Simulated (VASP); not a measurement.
Crystal: LaTe.

```
CELL_PARAMETERS angstrom
0.00000 3.44000 3.44000
3.44000 0.00000 3.44000
3.44000 3.44000 0.00000
ATOMIC_POSITIONS crystal
La 0.00000 0.00000 0.00000
Te 0.25000 0.25000 0.25000
```

- Program: VASP 6.6.1
- Task: relaxation of cell and atoms
- Functional: LDA
- Potentials or basis: VASP PAW LDA potentials, release 64 (La, Te)
- Cutoff: 500 eV
- k mesh: 6 × 6 × 6
- Occupations: fermi-dirac, width 0.05 eV
- Spin: no spin polarisation

At the start: pressure 3.9 GPa; volume 40.71 Å³/atom.

**Question.** Where does the relaxation end?

**Answer.** Over 3 steps the energy falls by 39.9 meV/atom and the volume is 44.26 Å³/atom (+8.7 %); space group F-43m (No. 216, to 0.1 Å) before and after.

The path:
```
step  energy change (eV)  largest force (eV/Å)  pressure (GPa)  volume (Å³)
   1              0.0000                0.0000            3.88        81.42
   2             -0.0476                0.0000           -1.92        93.60
   3             -0.0797                0.0000            0.00        88.52
```

Final structure:
```xyz
2
Lattice="0.0000 3.5373 3.5373 3.5373 0.0000 3.5373 3.5373 3.5373 0.0000" Properties=species:S:1:pos:R:3 pbc="T T T"
La    0.0000    0.0000    0.0000
Te    1.7686    1.7686    1.7686
```
